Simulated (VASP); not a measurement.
# Ge (P4_32_12) in VASP: relaxation of cell and atoms with BLYP

Aim: the relaxation of cell and atoms of Ge with BLYP.

Program: VASP 6.6.1. These are calculated values, not measurements. Logs are shortened: lines on timing, memory, paths and dates and some standing lists are left out, and cuts for length are marked.

## 1. The cell of the first run

The structure is tetragonal, space group P4_32_12 (No. 96). The conventional cell has a = 5.930 Å, b = 5.930 Å, c = 6.980 Å, α = 90.00°, β = 90.00°, γ = 90.00°. Ge (site symmetry 2) has 4 Ge at 2.48 to 2.49 Å within 3.3 Å. Ge (site symmetry 1) has 4 Ge at 2.48 to 2.49 Å within 3.3 Å.

## 2. Relaxation of cell and atoms, BLYP

INCAR reads:

```
PREC     = Accurate       # precision mode
ENCUT    = 600            # plane-wave cutoff, eV
EDIFF    = 1E-6           # SCF threshold, eV
ISMEAR   = -1             # smearing method
SIGMA    = 0.05           # smearing width, eV
LREAL    = F              # projectors in reciprocal space
LASPH    = T              # aspherical terms in the spheres
NELM     = 80             # most SCF steps
ALGO     = Normal         # electronic algorithm
ISIF     = 3              # what is computed and relaxed
LWAVE    = F              # write WAVECAR
LCHARG   = F              # write CHGCAR
GGA      = B5             # functional
ALDAX    = 1.0          
AGGAX    = 1.0          
AGGAC    = 1.0          
ALDAC    = 0.0          
IBRION   = 2              # ionic algorithm
NSW      = 80             # ionic steps
EDIFFG   = -0.01          # ionic threshold
```

KPOINTS reads:

```
Automatic mesh
0
Gamma
  3 3 3
```

POSCAR reads:

```
Ge
1.0
    5.9300000000      0.0000000000      0.0000000000
    0.0000000000      5.9300000000      0.0000000000
    0.0000000000      0.0000000000      6.9800000000
Ge
12
Direct
    0.0912000000      0.0912000000      0.0000000000
    0.4088000000      0.5912000000      0.7500000000
    0.9088000000      0.9088000000      0.5000000000
    0.5912000000      0.4088000000      0.2500000000
    0.1730000000      0.3784000000      0.2486000000
    0.1216000000      0.6730000000      0.9986000000
    0.8270000000      0.6216000000      0.7486000000
    0.8784000000      0.3270000000      0.4986000000
    0.6730000000      0.1216000000      0.0014000000
    0.6216000000      0.8270000000      0.2514000000
    0.3270000000      0.8784000000      0.5014000000
    0.3784000000      0.1730000000      0.7514000000
```

Potentials or basis: VASP PAW PBE potentials, release 64 (Ge_d).

Launch:

```sh
cat potpaw_PBE.64/Ge_d/POTCAR > POTCAR
mpirun -np 1 vasp_std > vasp.out
```

OUTCAR:

```text
PREC = Accurate
   ENCUT = 600
   EDIFF = 1E-6
   ISMEAR = -1
   LREAL = F
   LASPH = T
   NELM = 80
   ISIF = 3
   GGA = B5
   IBRION = 2
   NSW = 80
   EDIFFG = -0.01

 ion  position               nearest neighbor table
   1  0.091  0.091  0.000-   5 2.48  12 2.48   9 2.49   6 2.49
   2  0.409  0.591  0.750-   6 2.48  11 2.48   7 2.49  12 2.49
   3  0.909  0.909  0.500-   7 2.48  10 2.48   8 2.49  11 2.49
   4  0.591  0.409  0.250-   8 2.48   9 2.48   5 2.49  10 2.49
   5  0.173  0.378  0.249-   1 2.48   4 2.49   6 2.49   8 2.49
   6  0.122  0.673  0.999-   2 2.48   1 2.49   5 2.49   7 2.49
   7  0.827  0.622  0.749-   3 2.48   2 2.49   6 2.49   8 2.49
   8  0.878  0.327  0.499-   4 2.48   3 2.49   5 2.49   7 2.49
   9  0.673  0.122  0.001-   4 2.48   1 2.49  10 2.49  12 2.49
  10  0.622  0.827  0.251-   3 2.48   4 2.49   9 2.49  11 2.49
  11  0.327  0.878  0.501-   2 2.48   3 2.49  10 2.49  12 2.49
  12  0.378  0.173  0.751-   1 2.48   2 2.49   9 2.49  11 2.49

  LATTYP: Found a simple tetragonal cell.
 ALAT       =     5.9300000000
 C/A-ratio  =     1.1770657673

  Lattice vectors:

 A1 = (   5.9300000000,   0.0000000000,   0.0000000000)
 A2 = (   0.0000000000,   5.9300000000,   0.0000000000)
 A3 = (   0.0000000000,   0.0000000000,   6.9800000000)

Analysis of symmetry for initial positions (statically):
=====================================================================
 Subroutine PRICEL returns:
 Original cell was already a primitive cell.

 Routine SETGRP: Setting up the symmetry group for a
 simple tetragonal supercell.

 Subroutine GETGRP returns: Found  8 space group operations
 (whereof  2 operations were pure point group operations)
 out of a pool of 16 trial point group operations.

The static configuration has the point symmetry C_2 .
 The point group associated with its full space group is D_4 .

Analysis of symmetry for dynamics (positions and initial velocities):
=====================================================================
 Subroutine PRICEL returns:
 Original cell was already a primitive cell.

 Routine SETGRP: Setting up the symmetry group for a
 simple tetragonal supercell.

 Subroutine GETGRP returns: Found  8 space group operations
 (whereof  2 operations were pure point group operations)
 out of a pool of 16 trial point group operations.

The dynamic configuration has the point symmetry C_2 .
 The point group associated with its full space group is D_4 .

 Subroutine INISYM returns: Found  8 space group operations
 (whereof  2 operations are pure point group operations),
 and found     1 'primitive' translations

----------------------------------------------------------------------------------------

                                     Primitive cell

  volume of cell :     245.4510

  direct lattice vectors                    reciprocal lattice vectors
     5.930000000  0.000000000  0.000000000     0.168634064  0.000000000  0.000000000
     0.000000000  5.930000000  0.000000000     0.000000000  0.168634064  0.000000000
     0.000000000  0.000000000  6.980000000     0.000000000  0.000000000  0.143266476

  length of vectors
     5.930000000  5.930000000  6.980000000     0.168634064  0.168634064  0.143266476

  position of ions in fractional coordinates (direct lattice)
     0.091200000  0.091200000  0.000000000
     0.408800000  0.591200000  0.750000000
     0.908800000  0.908800000  0.500000000
     0.591200000  0.408800000  0.250000000
     0.173000000  0.378400000  0.248600000
     0.121600000  0.673000000  0.998600000
     0.827000000  0.621600000  0.748600000
     0.878400000  0.327000000  0.498600000
     0.673000000  0.121600000  0.001400000
     0.621600000  0.827000000  0.251400000
     0.327000000  0.878400000  0.501400000
     0.378400000  0.173000000  0.751400000

  ion indices of the primitive-cell ions
   primitive index   ion index
                 1           1
                 2           2
                 3           3
                 4           4
                 5           5
                 6           6
                 7           7
                 8           8
                 9           9
                10          10
                11          11
                12          12

----------------------------------------------------------------------------------------

 KPOINTS: Automatic mesh

Automatic generation of k-mesh.
 Grid dimensions read from file:
 generate k-points for:    3    3    3

 Generating k-lattice:

  Cartesian coordinates                     Fractional coordinates (reciprocal lattice)
     0.056211355  0.000000000  0.000000000     0.333333333  0.000000000  0.000000000
     0.000000000  0.056211355  0.000000000     0.000000000  0.333333333  0.000000000
     0.000000000  0.000000000  0.047755492     0.000000000  0.000000000  0.333333333

  Length of vectors
     0.056211355  0.056211355  0.047755492

  Shift w.r.t. Gamma in fractional coordinates (k-lattice)
     0.000000000  0.000000000  0.000000000

 Subroutine IBZKPT returns following result:
 ===========================================

 Found      6 irreducible k-points:

 Following reciprocal coordinates:
            Coordinates               Weight
  0.000000  0.000000  0.000000      1.000000
  0.333333  0.000000  0.000000      4.000000
  0.333333  0.333333  0.000000      4.000000
  0.000000  0.000000  0.333333      2.000000
  0.333333  0.000000  0.333333      8.000000
  0.333333  0.333333  0.333333      8.000000
   k-points           NKPTS =      6   k-points in BZ     NKDIM =      6   number of bands    NBANDS=    100
   number of dos      NEDOS =    301   number of ions     NIONS =     12
   total plane-waves  NPLWV = 129024
   dimension x,y,z NGX =    48 NGY =   48 NGZ =   56
   dimension x,y,z NGXF=    96 NGYF=   96 NGZF=  112
   ions per type =              12
   NGX,Y,Z   is equivalent  to a cutoff of  13.46, 13.46, 13.34 a.u.
   NGXF,Y,Z  is equivalent  to a cutoff of  26.91, 26.91, 26.68 a.u.
 SYSTEM =  unknown system
   PREC   = accura    normal or accurate (medium, high low for compatibility)
   ISTART =      0    job   : 0-new  1-cont  2-samecut
   ICHARG =      2    charge: 1-file 2-atom 10-const
   ISPIN  =      1    spin polarized calculation?
   LNONCOLLINEAR =      F non collinear calculations
   LSORBIT =      F    spin-orbit coupling
   LASPH  =      T    aspherical Exc in radial PAW
   ENCUT  =  600.0 eV  44.10 Ry    6.64 a.u.  11.84 11.84 13.94*2*pi/ulx,y,z
   NELM   =     80;   NELMIN=  2; NELMDL= -5     # of ELM steps
   EDIFF  = 0.1E-05   stopping-criterion for ELM
   LREAL  =      F    real-space projection
   EDIFFG = -.1E-01   stopping-criterion for IOM
   NSW    =     80    number of steps for IOM
   IBRION =      2    ionic relax: 0-MD 1-quasi-New 2-CG
   NFREE  =      1    steps in history (QN), initial steepest desc. (CG)
   ISIF   =      3    stress and relaxation
   ISYM   =      2    0-nonsym 1-usesym 2-fastsym
   POTIM  = 0.5000    time-step for ionic-motion
   TEBEG  =    0.0;   TEEND  =   0.0 temperature during run
   PSTRESS=    0.0 pullay stress
   NELECT =     168.0000    total number of electrons
   NUPDOWN=      -1.0000    fix difference up-down
   EMIN   =  10.00;   EMAX   =-10.00  energy-range for DOS
   EFERMI =   0.00;   METHOD = LEGACY
   ISMEAR =    -1;   SIGMA  =   0.05  broadening in eV -4-tet -1-fermi 0-gaus
   EFERMI_NEDOS =   21; number of points for ismear=-14 and -15
   IALGO  =     38    algorithm
   IMIX   =      4    mixing-type and parameters
     AMIX     =   0.40;   BMIX     =  1.00
     AMIX_MAG =   1.60;   BMIX_MAG =  1.00
  volume/ion in A,a.u.               =      20.45       138.03
  Fermi-wavevector in a.u.,A,eV,Ry     =   1.442745  2.726393 28.320716  2.081514
  Thomas-Fermi vector in A             =   2.561231
   LORBIT       =      0    0 simple, 1 ext, 2 COOP (PROOUT), +10 PAW based schemes
   GGA     = B5    functional components
   LHFCALC =     F    Hartree Fock is set to
   AEXX    =    0.0000 exact exchange contribution
   IVDW    =     0    specifies the selected vdW correction
   LEPSILON=     F    determine dielectric tensor
   LRPA    =     F    only Hartree local field effects (RPA)
 conjugate gradient relaxation of ions
 non-spin polarized calculation
  energy-cutoff  :      600.00
  volume of cell :      245.45
 maximum number of plane-waves:      8208
 NGX is ok and might be reduce to    48
   NGX = 23   NGY = 23   NGZ = 27

--------------------------------------- Ionic step        1  -------------------------------------------

 number of electron     167.9999955 magnetization

 Free energy of the ion-electron system (eV)
  ---------------------------------------------------
  ext. energy  EPLUGINS =         0.00000000
  ---------------------------------------------------
  free energy    TOTEN  =       -42.64750046 eV

  energy without entropy =      -42.64598164  energy(sigma->0) =      -42.64674105

 E-fermi :   6.0231     XC(G=0): -10.0249

 val. band max:        5.7627896965   @ k =   0.3333   0.3333   0.0000
 cond. band min:       6.2619491993   @ k =   0.3333   0.3333   0.0000
 fundamental gap:      0.4991595029
 Fermi energy:         6.0231409985

 k-point     1 :       0.0000    0.0000    0.0000
  band No.  band energies     occupation
      1     -18.5834      2.00000
      2     -18.5508      2.00000
      3     -18.5508      2.00000
      4     -18.5404      2.00000
      5     -18.5334      2.00000
      6     -18.5318      2.00000
[... 1319 lines left out ...]
     95       7.9942      0.00000
     96       8.2000      0.00000
 [bands above 96 left out]

[... ionic steps 4 to 14 ...]

--------------------------------------- Ionic step       15  -------------------------------------------

 number of electron     168.0000056 magnetization

------------------------ aborting loop because EDIFF is reached ----------------------------------------

  FORCE on cell =-STRESS in cart. coord.  units (eV):
  Direction    XX          YY          ZZ          XY          YZ          ZX
  --------------------------------------------------------------------------------------
  -------------------------------------------------------------------------------------
  Total       -0.0623511     -0.0623511     -0.0430107      0.0000000      0.0000000     -0.0000000
  in kB       -0.3512586     -0.3512586     -0.2423037      0.0000000      0.0000000     -0.0000000
  external PRESSURE =      -0.3149403 kB  Pullay stress =       0.0000000 kB
[... 77 lines left out ...]
  energy  without entropy=      -43.5819771198  energy(sigma->0) =      -43.58755165

--------------------------------------- Ionic step       17  -------------------------------------------

 number of electron     168.0000044 magnetization

 Free energy of the ion-electron system (eV)
  ---------------------------------------------------
  ext. energy  EPLUGINS =         0.00000000
  ---------------------------------------------------
  free energy    TOTEN  =       -43.59367173 eV

  energy without entropy =      -43.58207054  energy(sigma->0) =      -43.58787113

 E-fermi :   4.4385     XC(G=0):  -9.3198

 val. band max:        4.3002065901   @ k =   0.3333   0.3333   0.0000
 cond. band min:       4.5455840743   @ k =   0.3333   0.3333   0.0000
 fundamental gap:      0.2453774841
 Fermi energy:         4.4385426707

 k-point     1 :       0.0000    0.0000    0.0000
  band No.  band energies     occupation
      1     -19.8501      2.00000
      2     -19.8341      2.00000
      3     -19.8341      2.00000
      4     -19.8285      2.00000
      5     -19.8271      2.00000
      6     -19.8226      2.00000
[... 623 lines left out ...]
  FREE ENERGIE OF THE ION-ELECTRON SYSTEM (eV)
  ---------------------------------------------------
  free  energy   TOTEN  =       -43.5936717266 eV

  energy  without entropy=      -43.5820705421  energy(sigma->0) =      -43.58787113

 reached required accuracy - stopping structural energy minimisation
```

Run time: 39 min. Hardware: 1 thread of Intel Xeon Platinum 8488C (Sapphire Rapids), shared host; peak memory 0.42 GiB.

Results:

- Free energy: -43.5937 eV
- Relaxed volume: 23.72 Å³/atom
- Relaxed cell: a = 6.169 Å, b = 6.169 Å, c = 7.479 Å, α = 90.00°, β = 90.00°, γ = 90.00°
- Space group after relaxing (to 0.1 Å): P4_32_12 (No. 96)
- Energy gained by relaxing: 78.8 meV/atom
- Ionic steps: 17
- Pressure after relaxing: -0.1 GPa
- Largest force after relaxing: 0.010 eV/Å
- Band gap on the k mesh: 0.25 eV

Forces on the atoms (eV/Å):
```
Ge   0.006  0.006  0.000
Ge  -0.006  0.006  0.000
Ge  -0.006 -0.006  0.000
Ge   0.006 -0.006  0.000
Ge  -0.005  0.006 -0.006
Ge  -0.006 -0.005 -0.006
Ge   0.005 -0.006 -0.006
Ge   0.006  0.005 -0.006
Ge  -0.005 -0.006  0.006
Ge  -0.006  0.005  0.006
Ge   0.005  0.006  0.006
Ge   0.006 -0.005  0.006
```

Step by step:
| step | energy change (eV) | largest force (eV/Å) | pressure (GPa) | volume (Å³) |
| --- | --- | --- | --- | --- |
| 1 | 0.0000 | 0.3408 | 9.01 | 245.45 |
| 2 | -0.8827 | 0.1907 | -0.98 | 288.61 |
| 3 | -0.9079 | 0.1454 | 0.08 | 281.30 |
| 4 | -0.9078 | 0.1512 | -0.03 | 282.05 |
| 5 | -0.9172 | 0.1145 | 0.06 | 282.46 |
| 6 | -0.9289 | 0.1395 | -0.12 | 283.66 |
| 7 | -0.9338 | 0.0728 | 0.06 | 282.84 |
| 8 | -0.9340 | 0.0629 | 0.01 | 282.70 |
| 9 | -0.9373 | 0.0479 | 0.02 | 282.61 |
| 10 | -0.9420 | 0.0298 | 0.04 | 282.35 |
| 11 | -0.9444 | 0.0209 | 0.05 | 282.95 |
| 12 | -0.9448 | 0.0210 | 0.07 | 283.15 |
| 13 | -0.9451 | 0.0304 | 0.04 | 283.55 |
| 14 | -0.9455 | 0.0312 | -0.10 | 284.84 |
| 15 | -0.9456 | 0.0280 | -0.03 | 284.40 |
| 16 | -0.9456 | 0.0284 | -0.02 | 284.52 |
| 17 | -0.9462 | 0.0099 | -0.05 | 284.61 |

Final structure:
```
Ge
1.0
     6.16900    0.00000    0.00000
     0.00000    6.16900    0.00000
     0.00000    0.00000    7.47872
Ge
12
Direct
  0.08472 0.08472 0.00000
  0.41528 0.58472 0.75000
  0.91528 0.91528 0.50000
  0.58472 0.41528 0.25000
  0.16868 0.37279 0.24405
  0.12721 0.66868 0.99405
  0.83132 0.62721 0.74405
  0.87279 0.33132 0.49405
  0.66868 0.12721 0.00595
  0.62721 0.83132 0.25595
  0.33132 0.87279 0.50595
  0.37279 0.16868 0.75595
```

Levels at points of the mesh, in eV from the valence-band top:
| k point | band 81 | band 82 | band 83 | band 84 | band 85 | band 86 | band 87 | band 88 |
| --- | --- | --- | --- | --- | --- | --- | --- | --- |
| (0.00, 0.00, 0.00) | -0.68 | -0.64 | -0.64 | -0.17 | 1.52 | 1.73 | 1.73 | 2.68 |

Caveat: the volume moved by over 15 % at a fixed basis, so the end points are rough; semilocal functionals underestimate gaps, and a narrow one can read as zero; the PAW data sets were made with another functional, which shifts forces and pressure a little. A k mesh can miss the band edges.
